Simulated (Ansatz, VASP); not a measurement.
**Ir in VASP and in Ansatz**

```
CELL_PARAMETERS angstrom
0.00000 1.92439 1.92439
1.92439 0.00000 1.92439
1.92439 1.92439 0.00000
ATOMIC_POSITIONS crystal
Ir 0.00000 0.00000 0.00000
```

Alike in both runs: functional PBEsol; k mesh 10 × 10 × 10; no spin polarisation.

Ansatz relaxed the structure, and its values are those at the end. VASP's run is a single point on that final structure, the one shown.

|  | VASP | Ansatz |
| --- | --- | --- |
| version | VASP 6.6.1 | Ansatz 0.2.0 |
| potentials or method | VASP PAW PBE potentials, release 64 (Ir), cutoff 500 eV | scalar-relativistic, plane waves, PAW |
| occupations | gaussian, width 0.272114 eV | gaussian |
| valence electrons in the cell | 9 | 17 |

Ansatz gave:

| Quantity | Value |
| --- | --- |
| gap on the k mesh at the Fermi level (eV) | none |
| pressure (GPa) | -5.1 |

Question: What did VASP give for the same quantities?

Answer: gap on the k mesh at the Fermi level (eV): none; pressure (GPa): -4.2.

VASP's potentials were made for PBE, not for PBEsol. A gap of «none» marks a metal or a gap that the smearing closes. VASP's potentials hold 9 valence electrons a cell and Ansatz's 17, so a difference there can come from the potentials and not from the codes. Ansatz's warnings: stress scf threshold loose.

Spin-orbit coupling is off throughout.
